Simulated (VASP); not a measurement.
# Ti5H in VASP: a series of runs

Ti5H is run at these levels: PBE; tasks: single point.

Program: VASP 6.6.1. These are calculated values, not measurements. Logs are shortened: lines on timing, memory, paths and dates and some standing lists are left out, and cuts for length are marked.

## (1) The cell of the first run

The cell holds a slab with vacuum, 6 atoms: a = 2.938 Å, b = 2.938 Å, c = 26.212 Å, α = 90.00°, β = 90.00°, γ = 120.00°.

## (2) Single point, PBE, collinear spin, ferromagnetic start

INCAR reads:

```
SYSTEM = Ti5H
PREC = Accurate
ENCUT = 520
EDIFF = 1E-6
ISMEAR = 0
SIGMA = 0.1
LREAL = .False.
LASPH = .True.
NELM = 150
ALGO = Normal
ISIF = 2
LWAVE = .False.
LCHARG = .False.
ISPIN = 2
MAGMOM = 0 0 0 0 0 1
LORBIT = 11
LMAXMIX = 4
LDIPOL = .True.
IDIPOL = 3
DIPOL = 0.5 0.5 0.364
GGA = PE
NBANDS = 44
```

KPOINTS reads:

```
Automatic mesh
0
Gamma
  9 9 1
  0 0 0
```

POSCAR reads:

```
Ti5H
1.0
    2.9381632084      0.0000000000      0.0000000000
   -1.4690816042      2.5445239789      0.0000000000
    0.0000000000      0.0000000000     26.2117060745
Ti H
5 1
Direct
    0.6666666667      0.3333333333      0.1526035729
    0.3333333333      0.6666666667      0.2413132777
    0.6666666667      0.3333333333      0.3306032017
    0.3333333333      0.6666666667      0.4219530445
    0.6666666667      0.3333333333      0.5040383879
    1.3333333333     -0.3333333333      0.5360851382
```

Potentials or basis: VASP PAW PBE potentials, release 64 (Ti_sv, H).

On the command line:

```sh
> cat potpaw_PBE.64/Ti_sv/POTCAR potpaw_PBE.64/H/POTCAR > POTCAR
> mpirun -np 1 vasp_std > vasp.out
```

OUTCAR:

```text
SYSTEM = Ti5H
   PREC = Accurate
   ENCUT = 520
   EDIFF = 1E-6
   ISMEAR = 0
   LREAL = .False.
   LASPH = .True.
   NELM = 150
   ISIF = 2
   ISPIN = 2
   LORBIT = 11
   GGA = PE

 ion  position               nearest neighbor table
   1  0.667  0.333  0.153-   2 2.88   2 2.88   2 2.88
   2  0.333  0.667  0.241-   1 2.88   1 2.88   1 2.88   3 2.89   3 2.89   3 2.89
   3  0.667  0.333  0.331-   2 2.89   2 2.89   2 2.89
   4  0.333  0.667  0.422-   5 2.74   5 2.74   5 2.74
   5  0.667  0.333  0.504-   6 1.89   6 1.89   6 1.89   4 2.74   4 2.74   4 2.74
   6  0.333  0.667  0.536-   5 1.89   5 1.89   5 1.89

  LATTYP: Found a hexagonal cell.
 ALAT       =     2.9381632084
 C/A-ratio  =     8.9211198342

  Lattice vectors:

 A1 = (   2.9381632084,   0.0000000000,   0.0000000000)
 A2 = (  -1.4690816042,   2.5445239789,   0.0000000000)
 A3 = (   0.0000000000,   0.0000000000,  26.2117060745)

Analysis of symmetry for initial positions (statically):
=====================================================================
 Subroutine PRICEL returns:
 Original cell was already a primitive cell.

 Routine SETGRP: Setting up the symmetry group for a
 hexagonal supercell.

 Subroutine GETGRP returns: Found  6 space group operations
 (whereof  6 operations were pure point group operations)
 out of a pool of 24 trial point group operations.

The static configuration has the point symmetry C_3v.

Analysis of symmetry for dynamics (positions and initial velocities):
=====================================================================
 Subroutine PRICEL returns:
 Original cell was already a primitive cell.

 Routine SETGRP: Setting up the symmetry group for a
 hexagonal supercell.

 Subroutine GETGRP returns: Found  6 space group operations
 (whereof  6 operations were pure point group operations)
 out of a pool of 24 trial point group operations.

The dynamic configuration has the point symmetry C_3v.

Analysis of structural, dynamic, and magnetic symmetry:
=====================================================================
 Subroutine PRICEL returns:
 Original cell was already a primitive cell.

 Routine SETGRP: Setting up the symmetry group for a
 hexagonal supercell.

 Subroutine GETGRP returns: Found  6 space group operations
 (whereof  6 operations were pure point group operations)
 out of a pool of 24 trial point group operations.

The overall configuration has the point symmetry C_3v.

 Subroutine INISYM returns: Found  6 space group operations
 (whereof  6 operations are pure point group operations),
 and found     1 'primitive' translations

[... 139 lines left out ...]
  ---------------------------------------------------
  free energy    TOTEN  =       -41.78778251 eV

  energy without entropy =      -41.75787011  energy(sigma->0) =      -41.77282631

 E-fermi :   1.4129     XC(G=0):  -5.8820

 val. band max:        1.4115884449   @ k =   0.1111   0.1111   0.0000
 cond. band min:       1.4249920657   @ k =   0.3333   0.3333   0.0000
 fundamental gap:      0.0134036209
 Fermi energy:         1.4129197328

 spin component 1

 k-point     1 :       0.0000    0.0000    0.0000
  band No.  band energies     occupation
      1     -55.4561      1.00000
      2     -55.4091      1.00000
      3     -55.3484      1.00000
      4     -55.3007      1.00000
      5     -55.2042      1.00000
      6     -32.0025      1.00000
[... 529 lines left out ...]
     41       4.1232      0.00000
     42       4.3524      0.00000
 Fermi energy:         1.4129197328

 spin component 2

 k-point     1 :       0.0000    0.0000    0.0000
  band No.  band energies     occupation
      1     -55.7582      1.00000
      2     -55.4499      1.00000
      3     -55.4003      1.00000
      4     -55.3143      1.00000
      5     -55.2963      1.00000
      6     -32.1591      1.00000
[... 529 lines left out ...]
     41       4.1077      0.00000
     42       4.2916      0.00000
 [bands above 42 left out]

------------------------ aborting loop because EDIFF is reached ----------------------------------------

 vacuum level on the upper side and lower side of the slab       (xc-potential included)         0.032        -0.186

  FORCE on cell =-STRESS in cart. coord.  units (eV):
  Direction    XX          YY          ZZ          XY          YZ          ZX
  --------------------------------------------------------------------------------------
  -------------------------------------------------------------------------------------
  Total       -0.6461071     -0.6461071      0.4338650      0.0000000      0.0000000      0.0000000
  in kB       -5.2824740     -5.2824740      3.5472146      0.0000000      0.0000000      0.0000000
  external PRESSURE =      -2.3392445 kB  Pullay stress =       0.0000000 kB

 VOLUME and BASIS-vectors are now :
 -----------------------------------------------------------------------------
  energy-cutoff  :      520.00
  volume of cell :      195.96
      direct lattice vectors                 reciprocal lattice vectors
     2.938163208  0.000000000  0.000000000     0.340348690  0.196500408  0.000000000
    -1.469081604  2.544523979  0.000000000     0.000000000  0.393000816  0.000000000
     0.000000000  0.000000000 26.211706075     0.000000000  0.000000000  0.038150893

 POSITION                                       TOTAL-FORCE (eV/Angst)
 -----------------------------------------------------------------------------------
      1.46908      0.84817      4.00000         0.000000     -0.000000      0.466512
     -0.00000      1.69635      6.32523        -0.000000      0.000000     -0.440898
      1.46908      0.84817      8.66567         0.000000      0.000000      0.070580
     -0.00000      1.69635     11.06011        -0.000000      0.000000     -0.723105
      1.46908      0.84817     13.21171         0.000000     -0.000000      0.027325
     -0.00000      1.69635     14.05171         0.000000     -0.000000      0.599587
 -----------------------------------------------------------------------------------
    total drift:                               -0.000000      0.000000     -0.000391

  FREE ENERGIE OF THE ION-ELECTRON SYSTEM (eV)
  ---------------------------------------------------
  free  energy   TOTEN  =       -41.7877825135 eV

  energy  without entropy=      -41.7578701134  energy(sigma->0) =      -41.77282631

 vacuum level on the upper side and lower side of the slab         5.856         5.598

 total charge

# of ion       s       p       d       tot
------------------------------------------
    1        2.246   6.071   1.877  10.195
    2        2.246   6.122   1.870  10.238
    3        2.247   6.116   1.872  10.235
    4        2.255   6.134   1.887  10.276
    5        2.224   6.146   1.928  10.299
    6        0.572   0.012   0.000   0.584
--------------------------------------------------
tot         11.790  30.601   9.435  51.826

 magnetization (x)

# of ion       s       p       d       tot
------------------------------------------
    1       -0.011  -0.045  -0.543  -0.599
    2        0.001  -0.000   0.068   0.069
    3       -0.000  -0.003  -0.027  -0.030
    4        0.000  -0.000  -0.007  -0.007
    5        0.000   0.001   0.014   0.015
    6       -0.000   0.000   0.000  -0.000
--------------------------------------------------
tot         -0.010  -0.047  -0.495  -0.553
```

OSZICAR:

```text
N       E                     dE             d eps       ncg     rms          rms(c)
DAV:   1     0.798319838696E+03    0.79832E+03   -0.32495E+04  2320   0.147E+03
DAV:   2     0.599970946935E+02   -0.73832E+03   -0.71971E+03  2220   0.481E+02
DAV:   3    -0.277009524062E+02   -0.87698E+02   -0.84670E+02  3452   0.150E+02
[... 43 lines left out ...]
DAV:  47    -0.417877635848E+02   -0.12967E-04   -0.71580E-07  1744   0.329E-03    0.203E-03
DAV:  48    -0.417877723319E+02   -0.87471E-05   -0.46448E-07  1652   0.256E-03    0.134E-03
DAV:  49    -0.417877776135E+02   -0.52817E-05   -0.31848E-07  1636   0.163E-03    0.806E-04
DAV:  50    -0.417877817084E+02   -0.40949E-05   -0.20436E-07  1536   0.117E-03    0.487E-04
DAV:  51    -0.417877825135E+02   -0.80505E-06   -0.11871E-07  1536   0.142E-03
   1 F= -.41787783E+02 E0= -.41772826E+02  d E =-.299124E-01  mag=    -0.9491
```

stdout:

```text
POSCAR found type information on POSCAR TiH
 POSCAR found :  2 types and       6 ions
 scaLAPACK will be used
 LDA part: xc-table for (Slater+PW92), standard interpolation
 POSCAR, INCAR and KPOINTS ok, starting setup
 FFT: planning ... GRIDC
 FFT: planning ... GRID_SOFT
 FFT: planning ... GRID
 WAVECAR not read
 entering main loop
```

It took 7.8 min on 1 thread of Intel Xeon 6975P-C (Granite Rapids), shared host; peak memory 0.5 GiB.

What came out:

```
Free energy                                           : -41.7878 eV
Largest force                                         : 0.723 eV/Å
Net moment                                            : -0.95 μB per cell
Site moments                                          : Ti -0.60, +0.07, -0.03, -0.01, +0.01; H -0.00 μB
Valence electrons inside the program's atomic spheres : Ti 10.20, 10.24, 10.23, 10.28, 10.30; H 0.58
```

Forces on the atoms (eV/Å):
```
Ti   0.000  0.000  0.467
Ti   0.000  0.000 -0.441
Ti   0.000  0.000  0.071
Ti   0.000  0.000 -0.723
Ti   0.000  0.000  0.027
H    0.000  0.000  0.600
```

## (3) Single point, PBE, collinear spin, ferromagnetic start

INCAR reads:

```
PREC = Accurate
ENCUT = 520
EDIFF = 1E-7
ISMEAR = 0
SIGMA = 0.1
LREAL = False
LASPH = True
NELM = 150
ALGO = Normal
ISIF = 2
LWAVE = False
LCHARG = False
ISPIN = 2
MAGMOM = 0 0 0 0 0 1
LORBIT = 11
LMAXMIX = 4
LDIPOL = True
IDIPOL = 3
DIPOL = 0.5 0.5 0.362
GGA = PE
NBANDS = 44
```

KPOINTS reads:

```
regular mesh
0
Gamma
  9 9 1
```

POSCAR: that of step 2 with these lines changed.

```diff
@@ -13,2 +13,2 @@
     0.6666666667      0.3333333333      0.5040383879
-    1.3333333333     -0.3333333333      0.5360851382
+    1.0000000000      0.0000000000      0.5204432720
```

Potentials or basis: VASP PAW PBE potentials, release 64 (Ti_sv, H).

On the command line:

```sh
> cat potpaw_PBE.64/Ti_sv/POTCAR potpaw_PBE.64/H/POTCAR > POTCAR
> mpirun -np 1 vasp_std > vasp.out
```

Run time: 8.6 min. Hardware: 1 thread of Intel Xeon 6975P-C (Granite Rapids), shared host; peak memory 0.5 GiB.

Results (log left out):

```yaml
Free_energy: -41.2822 eV
Largest_force: 1.474 eV/Å
Net_moment: 0.00 μB per cell
Valence_electrons_inside_the_program's_atomic_spheres: Ti 10.20, 10.24, 10.28, 10.38; H 0.64
```

Forces in eV/Å, atoms in the order of the input:
```
Ti   0.000  0.000  0.562
Ti   0.000  0.000 -0.501
Ti   0.000  0.000 -0.085
Ti   0.000  0.000 -0.479
Ti   0.000  0.000 -0.970
H    0.000  0.000  1.474
```

Levels at points of the mesh, in eV from the Fermi level:
Spin up:
```
           k point  band 27  band 28  band 29  band 30  band 31  band 32  band 33  band 34
(0.00, 0.00, 0.00)    -0.10     0.20     0.39     0.54     0.54     0.64     0.67     0.67
```
Spin down:
```tsv
k point	band 28	band 29	band 30	band 31	band 32	band 33
(0.00, 0.00, 0.00)	0.20	0.39	0.54	0.54	0.64	0.67
```

(Part 1 of 2 ends here.)
